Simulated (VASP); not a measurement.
The system is TiO2.

```xyz
6
Lattice="4.5969 0.0000 0.0000 0.0000 4.5969 0.0000 0.0000 0.0000 2.9535" Properties=species:S:1:pos:R:3 pbc="T T T"
Ti    0.0000    0.0000    0.0000
Ti    2.2985    2.2985    1.4768
O     1.4004    1.4004    0.0000
O     0.8981    3.6988    1.4768
O     3.1966    3.1966    0.0000
O     3.6988    0.8981    1.4768
```

Base run:

```yaml
Program: VASP 6.6.1
Functional: r2SCAN
Potentials_or_basis: VASP PAW PBE potentials, release 64 (Ti_sv, O)
Cutoff: 660 eV
k_mesh: 6 × 6 × 10
Occupations: gaussian, width 0.02 eV
Spin: no spin polarisation
```

Its results: band gap on the k mesh 2.23 eV, direct; pressure 1.0 GPa; largest force 0.031 eV/Å.

Q: The run is repeated on the same cell with these changes: dispersion from none to D3(BJ). What comes out?

A: Band gap on the k mesh 2.23 eV, direct; pressure -0.8 GPa; largest force 0.031 eV/Å.

Dispersion adds attraction, which lowers the pressure at fixed volume and, as a term added to the energy, leaves the levels alone.

Caveats: the PAW data sets were made with another functional, which shifts forces and pressure a little; three body term missing (some runs).

A k mesh can miss the band edges.
